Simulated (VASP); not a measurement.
Here is a VASP 6.6.1 calculation.

File INCAR:

```
  ALGO = Normal
  EDIFF = 1E-8
  ENCUT = 520
  ISIF = 2
  ISMEAR = -1
  LASPH = T
  LCHARG = F
  LEFG = T
  LREAL = F
  LWAVE = F
  NBANDS = 32
  NELM = 100
  PREC = Accurate
  SIGMA = 0.08
```

KPOINTS

```
k-points
0
Gamma
  9 9 9
```

File POSCAR:

```
Ti3Ag
1.0
    4.1870000000      0.0000000000      0.0000000000
    0.0000000000      4.1870000000      0.0000000000
    0.0000000000      0.0000000000      3.9500000000
Ti Ag
3 1
Direct
    0.0000000000      0.5000000000      0.5000000000
    0.5000000000      0.0000000000      0.5000000000
    0.5000000000      0.5000000000      0.0000000000
    0.0000000000      0.0000000000      0.0000000000
```

Potentials or basis: VASP PAW LDA potentials, release 64 (Ti_sv, Ag).

Run with:

```sh
$ cat potpaw_LDA.64/Ti_sv/POTCAR potpaw_LDA.64/Ag/POTCAR > POTCAR
$ mpirun -np 1 vasp_std > vasp.out
```

Question: What does it give for the pressure?

Answer: -9.8 GPa.

Question: Predict the band gap on the k mesh.

Answer: Zero (an odd number of electrons rules out a gap without spin polarisation).

Electric field gradients, principal values (V/Å²):
| atom | least | middle | greatest (by size) |
| --- | --- | --- | --- |
| 1 Ti | 0.143 | 0.818 | -0.962 |
| 2 Ti | 0.143 | 0.818 | -0.962 |
| 3 Ti | 4.193 | 4.193 | -8.386 |
| 4 Ag | -1.134 | -1.134 | 2.269 |

Caveat: the cell stands under tension; without QUAD_EFG the Cq values of the log hold for a quadrupole moment of 1 mb, not for the nuclei.
